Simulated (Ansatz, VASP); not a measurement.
## KI: VASP beside Ansatz

INCAR

```
SYSTEM = KI
ALGO = Normal
EDIFF = 1E-6
ENCUT = 520
GGA = PS
GGA_COMPAT = .False.
ISIF = 2
ISMEAR = 0
LASPH = .True.
LCHARG = .False.
LNONCOLLINEAR = .True.
LORBIT = 11
LORBMOM = .True.
LREAL = .False.
LSORBIT = .True.
LWAVE = .False.
MAGMOM = 0 0 0 0 0 0
NBANDS = 28
NELM = 150
PREC = Accurate
SIGMA = 0.01
```

Contents of KPOINTS:

```
k-points
0
Gamma
  6 6 6
  0 0 0
```

File POSCAR:

```
KI
1.0
    0.0000000000      3.5024800858      3.5024800858
    3.5024800858      0.0000000000      3.5024800858
    3.5024800858      3.5024800858      0.0000000000
K I
1 1
Direct
   -0.0014275599     -0.0014275599     -0.0014275599
    0.5000000000      0.5000000000      0.5000000000
```

Input for Ansatz:

```yaml
crystal:
  lattice:
    - [0.0, 3.50248008579, 3.50248008579]
    - [3.50248008579, 0.0, 3.50248008579]
    - [3.50248008579, 3.50248008579, 0.0]
  atoms:
    - { symbol: K, position: [-0.001427559865, -0.001427559865, -0.001427559865] }
    - { symbol: I, position: [0.5, 0.5, 0.5] }
kpoints:
  mp_grid: { grid: [6, 6, 6] }
scf:
  occupations: { method: fixed }
  convergence: { dr2_threshold: 1.0e-10 }
hamiltonian:
  xc: pbesol
  pseudopotentials: { kind: all_electron, lapw: { basis_error: 0.0005 } }
magnetization:
  noncollinear: true
  spin_orbit: true
output:
  forces: true
  stress: true
  eigenstates:
    kpoints:
      - [0.0, 0.0, 0.0]
      - [-0.5, 0.0, -0.5]
      - [0.0, -0.5, -0.5]
      - [-0.5, -0.5, 0.0]
      - [-0.5, 0.0, 0.0]
      - [0.0, -0.5, 0.0]
      - [0.0, 0.0, -0.5]
      - [-0.5, -0.5, -0.5]
  eigenvalues: true
```

Change from the starting cell: atom 1 moved by [-0.01, -0.01, -0.01] A.

Alike in both runs: task single point; functional PBEsol; k mesh 6 × 6 × 6; non-collinear spin, spin-orbit coupling.

|  | VASP | Ansatz |
| --- | --- | --- |
| version | VASP 6.6.1 | Ansatz 0.2.0 |
| potentials or method | VASP PAW PBE potentials, release 64 (K_sv, I), cutoff 520 eV | all-electron LAPW |
| occupations | gaussian, width 0.01 eV | fixed |

Ansatz gave:

```
pressure (GPa)                     : 0.0
rms of the force components (eV/Å) : 0.011
net moment per atom (μB)           : 0.00
```

Question: What did VASP give for the same quantities?

Answer: Pressure (GPa): 0.1; rms of the force components (eV/Å): 0.011; net moment per atom (μB): 0.00.

VASP's potentials were made for PBE, not for PBEsol. Atom by atom the forces differ by 0.000 eV/Å (rms over components). Ansatz ran all-electron here, and VASP with PAW potentials.
